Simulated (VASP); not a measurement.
Wanted: the native input for a VASP 6.6.1 run.

- Task: single point
- Functional: PBEsol
- Potentials or basis: VASP PAW PBE potentials, release 64 (Nb_sv)
- Cutoff: 520 eV
- k mesh: 14 × 14 × 14
- Occupations: fermi-dirac, width 0.1 eV
- Spin: no spin polarisation
- Dipole correction: no
- Further INCAR settings: ALGO = Normal; EDIFF = 1e-06; NBANDS = 12

The structure of Nb lies in POSCAR:

```
Nb
1.0
    2.3823255814      0.0000000000      0.0000000000
    0.0000000000      2.3823255814      0.0000000000
    0.0000000000      0.0000000000      2.3823255814
Nb
1
Direct
    0.0000000000      0.0000000000      0.0000000000
```

This cell differs from its parent crystal: volume scaled by 0.7.

One way to write it, as run:

INCAR

```
ALGO = Normal ; EDIFF = 1E-6
ENCUT = 520 ; GGA = PS
ISIF = 2 ; ISMEAR = -1
LASPH = T ; LCHARG = F
LREAL = F ; LWAVE = F
NBANDS = 12 ; NELM = 100
PREC = Accurate ; SIGMA = 0.1
```

KPOINTS

```
k-points
0
Gamma
  14 14 14
```

Potentials or basis: VASP PAW PBE potentials, release 64 (Nb_sv).

The run is started by

```bash
$ cat potpaw_PBE.64/Nb_sv/POTCAR > POTCAR
$ mpirun -np 1 vasp_std > vasp.out
```

It gave:

- Pressure: 102.3 GPa

Caveat: the PAW data sets were made with another functional, which shifts forces and pressure a little.

Wall time 10 s on 1 thread of AMD EPYC 7R13 Processor (Zen 3), on a shared host, peak memory 0.1 GiB.
